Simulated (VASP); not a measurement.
# In (Pm-3m) in VASP: further runs, part 2 of 2

VASP 6.6.1.

### 3 Single point, PBE

Input file INCAR:

```
SYSTEM = In
PREC = Accurate
ENCUT = 520
EDIFF = 1E-6
ISMEAR = -1
SIGMA = 0.05
LREAL = .False.
LASPH = .True.
NELM = 100
ALGO = Normal
ISIF = 2
LWAVE = .False.
LCHARG = .False.
GGA = PE
NBANDS = 12
```

Input file KPOINTS:

```
Automatic mesh
0
Gamma
  13 13 13
  0 0 0
```

Input file POSCAR:

```
In
1.0
    3.0946248357      0.0000000000      0.0000000000
    0.0000000000      3.0946248357      0.0000000000
    0.0000000000      0.0000000000      3.0946248357
In
1
Direct
    0.0000000000      0.0000000000      0.0000000000
```

Potentials or basis: VASP PAW PBE potentials, release 64 (In_d).

Command:

```sh
$ cat potpaw_PBE.64/In_d/POTCAR > POTCAR
$ mpirun -np 1 vasp_std > vasp.out
```

OUTCAR:

```text
SYSTEM = In
   PREC = Accurate
   ENCUT = 520
   EDIFF = 1E-6
   ISMEAR = -1
   LREAL = .False.
   LASPH = .True.
   NELM = 100
   ISIF = 2
   GGA = PE

 ion  position               nearest neighbor table
   1  0.000  0.000  0.000-

  LATTYP: Found a simple cubic cell.
 ALAT       =     3.0946248357

  Lattice vectors:

 A1 = (   3.0946248357,   0.0000000000,   0.0000000000)
 A2 = (   0.0000000000,   3.0946248357,   0.0000000000)
 A3 = (   0.0000000000,   0.0000000000,   3.0946248357)

Analysis of symmetry for initial positions (statically):
=====================================================================
 Subroutine PRICEL returns:
 Original cell was already a primitive cell.

 Routine SETGRP: Setting up the symmetry group for a
 simple cubic supercell.

 Subroutine GETGRP returns: Found 48 space group operations
 (whereof 48 operations were pure point group operations)
 out of a pool of 48 trial point group operations.

The static configuration has the point symmetry O_h .

Analysis of symmetry for dynamics (positions and initial velocities):
=====================================================================
 Subroutine PRICEL returns:
 Original cell was already a primitive cell.

 Routine SETGRP: Setting up the symmetry group for a
 simple cubic supercell.

 Subroutine GETGRP returns: Found 48 space group operations
 (whereof 48 operations were pure point group operations)
 out of a pool of 48 trial point group operations.

The dynamic configuration has the point symmetry O_h .

 Subroutine INISYM returns: Found 48 space group operations
 (whereof 48 operations are pure point group operations),
 and found     1 'primitive' translations

----------------------------------------------------------------------------------------

                                     Primitive cell

  volume of cell :      29.6363

[... 105 lines left out ...]
     AMIX     =   0.40;   BMIX     =  1.00
     AMIX_MAG =   1.60;   BMIX_MAG =  1.00
  volume/ion in A,a.u.               =      29.64       200.00
  Fermi-wavevector in a.u.,A,eV,Ry     =   1.243888  2.350607 21.051714  1.547257
  Thomas-Fermi vector in A             =   2.378179
   LORBIT       =      0    0 simple, 1 ext, 2 COOP (PROOUT), +10 PAW based schemes
   GGA     = PE    functional components
   LHFCALC =     F    Hartree Fock is set to
   AEXX    =    0.0000 exact exchange contribution
   IVDW    =     0    specifies the selected vdW correction
   LEPSILON=     F    determine dielectric tensor
   LRPA    =     F    only Hartree local field effects (RPA)
 non-spin polarized calculation
  energy-cutoff  :      520.00
  volume of cell :       29.64
 maximum number of plane-waves:       813
 NGX is ok and might be reduce to    24
   NGX = 11   NGY = 11   NGZ = 11

 number of electron      12.9999985 magnetization

 Free energy of the ion-electron system (eV)
  ---------------------------------------------------
  ext. energy  EPLUGINS =         0.00000000
  ---------------------------------------------------
  free energy    TOTEN  =        -2.45963085 eV

  energy without entropy =       -2.45188415  energy(sigma->0) =       -2.45575750

 E-fermi :   6.0464     XC(G=0):  -9.5927

 val. band max:        6.0438646984   @ k =   0.3846   0.3846   0.0000
 cond. band min:       6.0659485986   @ k =   0.3077   0.0769   0.0000
 fundamental gap:      0.0220839002
 Fermi energy:         6.0464483681

 k-point     1 :       0.0000    0.0000    0.0000
  band No.  band energies     occupation
      1      -8.8631      2.00000
      2      -8.8631      2.00000
      3      -8.2210      2.00000
      4      -8.2210      2.00000
      5      -8.2210      2.00000
      6      -2.7535      2.00000
      7      13.1132      0.00000
      8      13.1132      0.00000
      9      13.1132      0.00000
     10      16.2585      0.00000
     11      16.2585      0.00000
     12      17.2814      0.00000
[... 331 lines left out ...]
 k-point    24 :       0.3846    0.3077    0.0000
  band No.  band energies     occupation
      1      -8.6656      2.00000
      2      -8.5533      2.00000
      3      -8.3597      2.00000
      4      -8.3224      2.00000
      5      -8.2421      2.00000
      6       1.1653      2.00000
      7       5.7195      1.99711
      8       8.3046      0.00000
      9      13.1636      0.00000
     10      17.1490      0.00000
     11      19.1720      0.00000
     12      21.7003      0.00000

 [... further k-points ...]
[... 5 lines left out ...]
  --------------------------------------------------------------------------------------
  -------------------------------------------------------------------------------------
  Total       -0.0142193     -0.0142193     -0.0142193      0.0000000      0.0000000     -0.0000000
  in kB       -0.7687142     -0.7687142     -0.7687142      0.0000000      0.0000000     -0.0000000
  external PRESSURE =      -0.7687142 kB  Pullay stress =       0.0000000 kB

 VOLUME and BASIS-vectors are now :
 -----------------------------------------------------------------------------
  energy-cutoff  :      520.00
  volume of cell :       29.64
      direct lattice vectors                 reciprocal lattice vectors
     3.094624836  0.000000000  0.000000000     0.323140947  0.000000000  0.000000000
     0.000000000  3.094624836  0.000000000     0.000000000  0.323140947  0.000000000
     0.000000000  0.000000000  3.094624836     0.000000000  0.000000000  0.323140947

 POSITION                                       TOTAL-FORCE (eV/Angst)
 -----------------------------------------------------------------------------------
      0.00000      0.00000      0.00000         0.000000      0.000000      0.000000
 -----------------------------------------------------------------------------------
    total drift:                                0.000000     -0.000000      0.000000

  FREE ENERGIE OF THE ION-ELECTRON SYSTEM (eV)
  ---------------------------------------------------
  free  energy   TOTEN  =        -2.4596308455 eV

  energy  without entropy=       -2.4518841548  energy(sigma->0) =       -2.45575750
```

OSZICAR:

```text
N       E                     dE             d eps       ncg     rms          rms(c)
DAV:   1     0.772406939464E+02    0.77241E+02   -0.62950E+03  2032   0.131E+03
DAV:   2     0.150979237131E+01   -0.75731E+02   -0.73816E+02  2080   0.284E+02
DAV:   3    -0.238443109199E+01   -0.38942E+01   -0.38810E+01  2404   0.651E+01
DAV:   4    -0.247707312026E+01   -0.92642E-01   -0.92613E-01  2552   0.103E+01
DAV:   5    -0.248098599497E+01   -0.39129E-02   -0.39127E-02  2736   0.181E+00    0.221E+00
DAV:   6    -0.246191348847E+01    0.19073E-01   -0.37343E-02  2532   0.376E+00    0.109E+00
DAV:   7    -0.245958083199E+01    0.23327E-02   -0.11374E-02  2660   0.191E+00    0.245E-01
DAV:   8    -0.245961500358E+01   -0.34172E-04   -0.98445E-04  2388   0.475E-01    0.272E-02
DAV:   9    -0.245962805227E+01   -0.13049E-04   -0.25865E-05  2652   0.631E-02    0.187E-02
DAV:  10    -0.245963047578E+01   -0.24235E-05   -0.36971E-06  2264   0.186E-02    0.416E-03
DAV:  11    -0.245963084555E+01   -0.36977E-06   -0.10884E-07  1320   0.427E-03
   1 F= -.24596308E+01 E0= -.24557575E+01  d E =-.774669E-02
```

stdout:

```text
POSCAR found type information on POSCAR In
 POSCAR found :  1 types and       1 ions
 scaLAPACK will be used
 LDA part: xc-table for (Slater+PW92), standard interpolation
 POSCAR, INCAR and KPOINTS ok, starting setup
 FFT: planning ... GRIDC
 FFT: planning ... GRID_SOFT
 FFT: planning ... GRID
 WAVECAR not read
 entering main loop
```

It took 6.2 s on 1 thread of Intel Xeon 6975P-C (Granite Rapids), shared host; peak memory 0.15 GiB.

Results:

```
Free energy : -2.4596 eV
Pressure    : -0.1 GPa
```

Caveat: spin-orbit coupling is left out, which moves the levels of the heavy elements.

### 4 Relaxation of cell and atoms, PBE

Input file INCAR:

```
ALGO = Normal
EDIFF = 1E-6
EDIFFG = -0.005
ENCUT = 600
GGA = PE
IBRION = 2
ISIF = 3
ISMEAR = -1
LASPH = True
LCHARG = False
LREAL = False
LWAVE = False
NELM = 80
NSW = 45
PREC = Accurate
SIGMA = 0.05
```

Input file KPOINTS:

```
k-points
0
Gamma
  13 13 13
```

POSCAR is that of step 3.

Command:

```sh
$ cat potpaw_PBE.64/In_d/POTCAR > POTCAR
$ mpirun -np 1 vasp_std > vasp.out
```

Run time: 9.7 s. Hardware: 1 thread of Intel Xeon 6975P-C (Granite Rapids), shared host; peak memory 0.17 GiB.

It converged, with:

* Free energy: -2.4596 eV
* Pressure after relaxing: 0.0 GPa

Final structure:
```
CELL_PARAMETERS angstrom
3.09462 0.00000 0.00000
0.00000 3.09462 0.00000
0.00000 0.00000 3.09462
ATOMIC_POSITIONS crystal
In 0.00000 0.00000 0.00000
```

Levels at points of the mesh, in eV from the Fermi level:
```
           k point  band 4  band 5  band 6  band 7  band 8  band 9
(0.00, 0.00, 0.00)  -14.27  -14.27   -8.80    7.07    7.07    7.07
```

Caveat: the relaxation stopped at its first step, so nothing moved; spin-orbit coupling is left out, which moves the levels of the heavy elements.

### 5 Relaxation of cell and atoms, PBE

This run uses another cell than the first one, of 29.72 Å³/atom, 1.003 times its volume.

Input file INCAR:

```
SYSTEM = In
ALGO = Normal
EDIFF = 1E-6
EDIFFG = -0.005
ENCUT = 600
GGA = PE
IBRION = 2
ISIF = 3
ISMEAR = -1
LASPH = .True.
LCHARG = .False.
LREAL = .False.
LWAVE = .False.
NELM = 80
NSW = 60
PREC = Accurate
SIGMA = 0.05
```

Input file KPOINTS:

```
k-points
0
Gamma
  13 13 13
  0 0 0
```

Input file POSCAR:

```
In
1.0
    3.0974033059      0.0000000000      0.0000000000
    0.0000000000      3.0974033059      0.0000000000
    0.0000000000      0.0000000000      3.0974033059
In
1
Direct
    0.0000000000      0.0000000000      0.0000000000
```

Command:

```sh
$ cat potpaw_PBE.64/In_d/POTCAR > POTCAR
$ mpirun -np 1 vasp_std > vasp.out
```

Run time: 15 s. Hardware: 1 thread of Intel Xeon 6975P-C (Granite Rapids), shared host; peak memory 0.18 GiB.

Results (log left out):

| Item | Value |
| --- | --- |
| Free energy | -2.4597 eV |
| Relaxed volume | 29.64 Å³/atom |
| Relaxed cell | a = 3.095 Å, b = 3.095 Å, c = 3.095 Å, α = 90.00°, β = 90.00°, γ = 90.00° |
| Space group after relaxing (to 0.05 Å) | Pm-3m (No. 221) |
| Energy gained by relaxing | 0.0 meV/atom |
| Ionic steps | 2 |
| Pressure after relaxing | 0.0 GPa |

Final structure:
```yaml
crystal:
  lattice:
    - [3.09483, 0.00000, 0.00000]
    - [0.00000, 3.09483, 0.00000]
    - [0.00000, 0.00000, 3.09483]
  atoms:
    - { symbol: In, position: [0.00000, 0.00000, 0.00000] }
```

Levels at points of the mesh, in eV from the Fermi level:
| k point | band 3 | band 4 | band 5 | band 6 | band 7 | band 8 | band 9 | band 10 |
| --- | --- | --- | --- | --- | --- | --- | --- | --- |
| (0.00, 0.00, 0.00) | -14.27 | -14.27 | -14.27 | -8.80 | 7.07 | 7.07 | 7.07 | 10.21 |

Caveat: spin-orbit coupling is left out, which moves the levels of the heavy elements.

### 6 Summary

```csv
task,cell,cutoff (eV),gap on the mesh (eV),pressure (GPa)
single point,"a = 3.095 Å, 1 atom",520,none,-0.1
relaxation of cell and atoms,"relaxed from a = 3.095 Å, 1 atom",600,none,0.0
relaxation of cell and atoms,"relaxed from a = 3.097 Å, 1 atom",600,none,0.0
```

Alike in all rows: level PBE; potentials or basis VASP PAW PBE potentials, release 64 (In_d); no spin polarisation; k mesh 13 × 13 × 13; smearing fermi-dirac 0.05 eV.

Caveats: spin-orbit coupling is left out, which moves the levels of the heavy elements; the relaxation stopped at its first step, so nothing moved (some runs).

Total energies depend on the potentials used, so only differences within one code and one set of settings carry meaning.
